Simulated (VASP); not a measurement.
# Na6Bi (P-3m1) in VASP: single point with PBE

Aim: the single point of Na6Bi with PBE.

Everything below comes from runs of VASP 6.6.1. Logs are shortened: lines on timing, memory, paths and dates and some standing lists are left out, and cuts for length are marked.

## Step 1: The cell of the first run

The structure is trigonal, space group P-3m1 (No. 164). Conventional cell: a = 3.702 Å, b = 3.702 Å, c = 20.602 Å, α = 90.00°, β = 90.00°, γ = 120.00°. Within 4.4 Å of Na (site symmetry 3m) lie 3 Bi at 3.32 Å and 9 Na at 3.70 to 3.82 Å. Within 4.9 Å of Na (site symmetry 3m) lie 12 Na at 3.70 to 3.82 Å. Within 4.9 Å of Na (site symmetry 3m) lie 12 Na at 3.70 to 3.75 Å. Within 4.4 Å of Bi (site symmetry -3m) lie 6 Na at 3.32 Å and 6 Bi at 3.70 Å.

## Step 2: Single point, PBE

File POSCAR:

```
Na6Bi
1.0
    3.7024669870      0.0000000000      0.0000000000
   -1.8512334935      3.2064304675      0.0000000000
    0.0000000000      0.0000000000     20.6023488594
Na Bi
6 1
Direct
    0.3333333333      0.6666666667      0.6230682371
    0.6666666667      0.3333333333      0.7767479799
    0.3333333333      0.6666666667      0.9260806957
    0.6666666667      0.3333333333      0.0739193043
    0.3333333333      0.6666666667      0.2232520201
    0.6666666667      0.3333333333      0.3769317629
    0.0000000000      0.0000000000      0.5000000000
```

File INCAR.step1:

```
SYSTEM = Na6Bi
  ALGO = Fast
  EDIFF = 1E-7
  ENCUT = 520
  GGA = PE
  ISIF = 2
  ISMEAR = 0
  LASPH = .TRUE.
  LCHARG = .TRUE.
  LREAL = .FALSE.
  LWAVE = .FALSE.
  NBANDS = 38
  NELM = 100
  PREC = Accurate
  SIGMA = 0.1
```

File KPOINTS.step1:

```
k-points
0
G
  12 12 2
  0 0 0
```

File INCAR.step2:

```
SYSTEM = Na6Bi
  ALGO = Fast
  EDIFF = 1E-7
  ENCUT = 520
  GGA = PE
  ICHARG = 11
  ISIF = 2
  ISMEAR = -5
  LASPH = .TRUE.
  LCHARG = .FALSE.
  LORBIT = 11
  LREAL = .FALSE.
  LWAVE = .FALSE.
  NBANDS = 38
  NEDOS = 1001
  NELM = 100
  PREC = Accurate
  SIGMA = 0.1
```

File KPOINTS.step2:

```
k-points
0
G
  18 18 3
  0 0 0
```

Potentials or basis: VASP PAW PBE potentials, release 64 (Na_pv, Bi_d).

The run is started by

```
> cat potpaw_PBE.64/Na_pv/POTCAR potpaw_PBE.64/Bi_d/POTCAR > POTCAR
> cp INCAR.step1 INCAR
> cp KPOINTS.step1 KPOINTS
> mpirun -np 1 vasp_std > vasp.out
> cp INCAR.step2 INCAR
> cp KPOINTS.step2 KPOINTS
> mpirun -np 1 vasp_std > vasp.out
```

OUTCAR:

```text
SYSTEM = Na6Bi
   EDIFF = 1E-7
   ENCUT = 520
   GGA = PE
   ICHARG = 11
   ISIF = 2
   ISMEAR = -5
   LASPH = .TRUE.
   LORBIT = 11
   LREAL = .FALSE.
   NELM = 100
   PREC = Accurate

 ion  position               nearest neighbor table
   1  0.333  0.667  0.623-   7 3.32   7 3.32   7 3.32
   2  0.667  0.333  0.777-
   3  0.333  0.667  0.926-
   4  0.667  0.333  0.074-
   5  0.333  0.667  0.223-
   6  0.667  0.333  0.377-   7 3.32   7 3.32   7 3.32
   7  0.000  0.000  0.500-   1 3.32   6 3.32   6 3.32   1 3.32   6 3.32   1 3.32

  LATTYP: Found a hexagonal cell.
 ALAT       =     3.7024669870
 C/A-ratio  =     5.5644922512

  Lattice vectors:

 A1 = (   3.7024669870,   0.0000000000,   0.0000000000)
 A2 = (  -1.8512334935,   3.2064304675,   0.0000000000)
 A3 = (   0.0000000000,   0.0000000000,  20.6023488594)

Analysis of symmetry for initial positions (statically):
=====================================================================
 Subroutine PRICEL returns:
 Original cell was already a primitive cell.

 Routine SETGRP: Setting up the symmetry group for a
 hexagonal supercell.

 Subroutine GETGRP returns: Found 12 space group operations
 (whereof 12 operations were pure point group operations)
 out of a pool of 24 trial point group operations.

The static configuration has the point symmetry D_3d.

Analysis of symmetry for dynamics (positions and initial velocities):
=====================================================================
 Subroutine PRICEL returns:
 Original cell was already a primitive cell.

 Routine SETGRP: Setting up the symmetry group for a
 hexagonal supercell.

 Subroutine GETGRP returns: Found 12 space group operations
 (whereof 12 operations were pure point group operations)
 out of a pool of 24 trial point group operations.

The dynamic configuration has the point symmetry D_3d.

 Subroutine INISYM returns: Found 12 space group operations
 (whereof 12 operations are pure point group operations),
 and found     1 'primitive' translations

----------------------------------------------------------------------------------------

                                     Primitive cell

  volume of cell :     244.5850

  direct lattice vectors                    reciprocal lattice vectors
     3.702466987  0.000000000  0.000000000     0.270090187  0.155936642  0.000000000
    -1.851233494  3.206430468  0.000000000     0.000000000  0.311873284  0.000000000
     0.000000000  0.000000000 20.602348859     0.000000000  0.000000000  0.048538155

  length of vectors
     3.702466987  3.702466987 20.602348859     0.311873284  0.311873284  0.048538155

  position of ions in fractional coordinates (direct lattice)
     0.333333333  0.666666667  0.623068237
     0.666666667  0.333333333  0.776747980
     0.333333333  0.666666667  0.926080696
     0.666666667  0.333333333  0.073919304
     0.333333333  0.666666667  0.223252020
     0.666666667  0.333333333  0.376931763
     0.000000000  0.000000000  0.500000000

  ion indices of the primitive-cell ions
   primitive index   ion index
                 1           1
                 2           2
                 3           3
                 4           4
                 5           5
                 6           6
                 7           7

----------------------------------------------------------------------------------------

 KPOINTS: k-points

Automatic generation of k-mesh.
 Grid dimensions read from file:
 generate k-points for:   18   18    3

 Generating k-lattice:

  Cartesian coordinates                     Fractional coordinates (reciprocal lattice)
     0.015005010  0.008663147  0.000000000     0.055555556  0.000000000  0.000000000
     0.000000000  0.017326294  0.000000000     0.000000000  0.055555556  0.000000000
     0.000000000  0.000000000  0.016179385     0.000000000  0.000000000  0.333333333

  Length of vectors
     0.017326294  0.017326294  0.016179385

  Shift w.r.t. Gamma in fractional coordinates (k-lattice)
     0.000000000  0.000000000  0.000000000

 TETIRR: Found   1374 inequivalent tetrahedra from     5832

 Subroutine IBZKPT returns following result:
 ===========================================

 Found    101 irreducible k-points:

 Following reciprocal coordinates:
            Coordinates               Weight
  0.000000  0.000000  0.000000      1.000000
  0.055556  0.000000  0.000000      6.000000
  0.111111  0.000000  0.000000      6.000000
  0.166667  0.000000  0.000000      6.000000
  0.222222  0.000000  0.000000      6.000000
  0.277778  0.000000  0.000000      6.000000
[... 16 lines left out ...]
  0.333333  0.111111  0.000000     12.000000
  0.388889  0.111111  0.000000     12.000000
 [... further k-points ...]
   k-points           NKPTS =    101   k-points in BZ     NKDIM =    101   number of bands    NBANDS=     38
   number of dos      NEDOS =   1001   number of ions     NIONS =      7
   total plane-waves  NPLWV = 125440
   dimension x,y,z NGX =    28 NGY =   28 NGZ =  160
   dimension x,y,z NGXF=    56 NGYF=   56 NGZF=  320
   ions per type =               6   1
   NGX,Y,Z   is equivalent  to a cutoff of  12.57, 12.57, 12.91 a.u.
   NGXF,Y,Z  is equivalent  to a cutoff of  25.14, 25.14, 25.82 a.u.
 SYSTEM =  Na6Bi
   PREC   = accura    normal or accurate (medium, high low for compatibility)
   ISTART =      0    job   : 0-new  1-cont  2-samecut
   ICHARG =     11    charge: 1-file 2-atom 10-const
   ISPIN  =      1    spin polarized calculation?
   LNONCOLLINEAR =      F non collinear calculations
   LSORBIT =      F    spin-orbit coupling
   LASPH  =      T    aspherical Exc in radial PAW
   ENCUT  =  520.0 eV  38.22 Ry    6.18 a.u.   6.88  6.88 38.31*2*pi/ulx,y,z
   NELM   =    100;   NELMIN=  2; NELMDL=  0     # of ELM steps
   EDIFF  = 0.1E-06   stopping-criterion for ELM
   LREAL  =      F    real-space projection
   EDIFFG = 0.1E-05   stopping-criterion for IOM
   NSW    =      0    number of steps for IOM
   IBRION =     -1    ionic relax: 0-MD 1-quasi-New 2-CG
   NFREE  =      0    steps in history (QN), initial steepest desc. (CG)
   ISIF   =      2    stress and relaxation
   ISYM   =      2    0-nonsym 1-usesym 2-fastsym
   POTIM  = 0.5000    time-step for ionic-motion
   TEBEG  =    0.0;   TEEND  =   0.0 temperature during run
   PSTRESS=    0.0 pullay stress
   NELECT =      57.0000    total number of electrons
   NUPDOWN=      -1.0000    fix difference up-down
   EMIN   =  10.00;   EMAX   =-10.00  energy-range for DOS
   EFERMI =   0.00;   METHOD = LEGACY
   ISMEAR =    -5;   SIGMA  =   0.10  broadening in eV -4-tet -1-fermi 0-gaus
   EFERMI_NEDOS =   21; number of points for ismear=-14 and -15
   IALGO  =     68    algorithm
   IMIX   =      4    mixing-type and parameters
     AMIX     =   0.40;   BMIX     =  1.00
     AMIX_MAG =   1.60;   BMIX_MAG =  1.00
  volume/ion in A,a.u.               =      34.94       235.79
  Fermi-wavevector in a.u.,A,eV,Ry     =   1.007449  1.903803 13.809289  1.014954
  Thomas-Fermi vector in A             =   2.140255
   LORBIT       =     11    0 simple, 1 ext, 2 COOP (PROOUT), +10 PAW based schemes
   GGA     = PE    functional components
   LHFCALC =     F    Hartree Fock is set to
   AEXX    =    0.0000 exact exchange contribution
   IVDW    =     0    specifies the selected vdW correction
   LEPSILON=     F    determine dielectric tensor
   LRPA    =     F    only Hartree local field effects (RPA)
 non-spin polarized calculation
 RMM-DIIS sequential band-by-band and
 Fermi weights with tetrahedron method with Bloechl corrections
  energy-cutoff  :      520.00
  volume of cell :      244.58
 maximum number of plane-waves:      6618

 number of electron      56.9999948 magnetization

 Free energy of the ion-electron system (eV)
  ---------------------------------------------------
  ext. energy  EPLUGINS =         0.00000000
  ---------------------------------------------------
  free energy    TOTEN  =       -12.20560805 eV

  energy without entropy =      -12.20560805  energy(sigma->0) =      -12.20560805

 E-fermi :   1.3114     XC(G=0):  -7.0617

 val. band max:        1.3706451013   @ k =   0.2778   0.0000   0.0000
 cond. band min:       1.1926816008   @ k =   0.2222   0.2222   0.0000
 fundamental gap:     -0.1779635005
 Fermi energy:         1.3113518116

 k-point     1 :       0.0000    0.0000    0.0000
  band No.  band energies     occupation
      1     -23.6378      2.00000
      2     -23.6370      2.00000
      3     -23.6184      2.00000
      4     -23.6184      2.00000
      5     -23.6184      2.00000
      6     -23.6184      2.00000
[... 30 lines left out ...]
     37       8.4598      0.00000
     38       9.2421      0.00000

 k-point     2 :       0.0556    0.0000    0.0000
  band No.  band energies     occupation
      1     -23.6376      2.00000
      2     -23.6368      2.00000
      3     -23.6193      2.00000
      4     -23.6193      2.00000
      5     -23.6186      2.00000
      6     -23.6186      2.00000
[... 30 lines left out ...]
     37       8.8133      0.00000
     38       9.2379      0.00000

 k-point     3 :       0.1111    0.0000    0.0000
  band No.  band energies     occupation
      1     -23.6371      2.00000
      2     -23.6364      2.00000
      3     -23.6220      2.00000
      4     -23.6220      2.00000
      5     -23.6193      2.00000
      6     -23.6192      2.00000
[... 30 lines left out ...]
     37       8.8595      0.00000
[... 781 lines left out ...]
 k-point    23 :       0.3333    0.1111    0.0000
  band No.  band energies     occupation
      1     -23.6444      2.00000
      2     -23.6443      2.00000
      3     -23.6327      2.00000
      4     -23.6325      2.00000
      5     -23.6268      2.00000
      6     -23.6268      2.00000
[... 30 lines left out ...]
     37       5.1693      0.00000
     38       5.3478      0.00000

 k-point    24 :       0.3889    0.1111    0.0000
  band No.  band energies     occupation
      1     -23.6466      2.00000
      2     -23.6466      2.00000
      3     -23.6324      2.00000
      4     -23.6321      2.00000
      5     -23.6276      2.00000
      6     -23.6276      2.00000
[... 30 lines left out ...]
     37       5.0153      0.00000
     38       5.1697      0.00000

 [... further k-points ...]
[... 5 lines left out ...]
  --------------------------------------------------------------------------------------
  -------------------------------------------------------------------------------------
  Total       -0.3967422     -0.3967422     -0.4401821      0.0000000      0.0000000      0.0000000
  in kB       -2.5988979     -2.5988979     -2.8834553      0.0000000      0.0000000      0.0000000
  external PRESSURE =      -2.6937503 kB  Pullay stress =       0.0000000 kB

 VOLUME and BASIS-vectors are now :
 -----------------------------------------------------------------------------
  energy-cutoff  :      520.00
  volume of cell :      244.58
      direct lattice vectors                 reciprocal lattice vectors
     3.702466987  0.000000000  0.000000000     0.270090187  0.155936642  0.000000000
    -1.851233494  3.206430468  0.000000000     0.000000000  0.311873284  0.000000000
     0.000000000  0.000000000 20.602348859     0.000000000  0.000000000  0.048538155

 POSITION                                       TOTAL-FORCE (eV/Angst)
 -----------------------------------------------------------------------------------
     -0.00000      2.13762     12.83667         0.000000      0.000000      0.020590
      1.85123      1.06881     16.00283         0.000000      0.000000      0.002680
     -0.00000      2.13762     19.07944        -0.000000      0.000000     -0.010379
      1.85123      1.06881      1.52291         0.000000     -0.000000      0.010379
     -0.00000      2.13762      4.59952        -0.000000     -0.000000     -0.002680
      1.85123      1.06881      7.76568         0.000000     -0.000000     -0.020590
      0.00000      0.00000     10.30117         0.000000      0.000000      0.000000
 -----------------------------------------------------------------------------------
    total drift:                                0.000000     -0.000000     -0.000000

  FREE ENERGIE OF THE ION-ELECTRON SYSTEM (eV)
  ---------------------------------------------------
  free  energy   TOTEN  =       -12.2056080547 eV

  energy  without entropy=      -12.2056080547  energy(sigma->0) =      -12.20560805

 total charge

# of ion       s       p       d       tot
------------------------------------------
    1        0.083   5.975   0.000   6.058
    2        0.100   5.964   0.000   6.064
    3        0.100   5.965   0.000   6.065
    4        0.100   5.965   0.000   6.065
    5        0.100   5.964   0.000   6.064
    6        0.083   5.975   0.000   6.058
    7        1.521   1.360   9.892  12.773
--------------------------------------------------
tot          2.087  37.168   9.892  49.147
```

Run time: 15 min. Hardware: 1 thread of Intel Xeon 6975P-C (Granite Rapids), shared host; peak memory 0.83 GiB.

What came out:

```
Valence electrons inside the program's atomic spheres : Na 6.06, 6.07 (each value once); Bi 12.77
```

Levels at points of the mesh, in eV from the Fermi level:
| k point | band 26 | band 27 | band 28 | band 29 | band 30 | band 31 | band 32 | band 33 |
| --- | --- | --- | --- | --- | --- | --- | --- | --- |
| (0.00, 0.00, 0.00) | -3.22 | -2.62 | -2.30 | -1.00 | -0.62 | 1.53 | 1.73 | 3.59 |
| (0.50, 0.00, 0.00) | -1.01 | 0.36 | 0.50 | 0.75 | 0.78 | 1.16 | 1.46 | 1.51 |

Caveat: spin-orbit coupling is left out, which moves the levels of the heavy elements.
